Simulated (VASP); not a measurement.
## Os: single point with LDA

Os:

```
Os
1.0
     2.71457    0.00000    0.00000
    -1.35729    2.35089    0.00000
     0.00000    0.00000    4.29324
Os
2
Direct
  0.33333 0.66667 0.25000
  0.66667 0.33333 0.75000
```

- Program: VASP 6.6.1
- Task: single point
- Functional: LDA
- Potentials or basis: VASP PAW LDA potentials, release 64 (Os_sv_GW)
- Cutoff: 560 eV
- k mesh: 18 × 18 × 10
- Occupations: gaussian, width 0.1 eV
- Spin: no spin polarisation
- Dipole correction: no
- Further INCAR settings: ALGO = Normal; EDIFF = 1e-06; NBANDS = 23

The pressure is 0.5 GPa and the band gap on the k mesh is zero (bands 16 and 17 overlap by 4.10 eV).

Stress tensor (GPa, compression positive):
```
0.39 0.00 0.00
0.00 0.39 0.00
0.00 0.00 0.59
```

Levels at points of the mesh, in eV from the Fermi level:
```csv
k point,band 13,band 14,band 15,band 16,band 17,band 18,band 19,band 20
"(0.00, 0.00, 0.00)",-2.91,-2.29,-2.29,-1.60,-1.60,0.14,1.75,1.75
"(0.50, 0.00, 0.00)",-2.88,-2.62,-1.92,2.14,2.72,2.84,4.62,5.93
"(0.00, 0.00, 0.50)",-3.35,-3.35,-3.35,-3.35,0.94,0.94,0.94,0.94
"(0.50, 0.00, 0.50)",-1.24,-1.24,-0.09,-0.09,2.49,2.49,3.45,3.45
```

It took 66 s on 1 thread of AMD EPYC 9R45 96-Core Processor (Zen 5), with other jobs on the host, peak memory 0.22 GiB.

Caveat: spin-orbit coupling is left out, which moves the levels of the heavy elements.
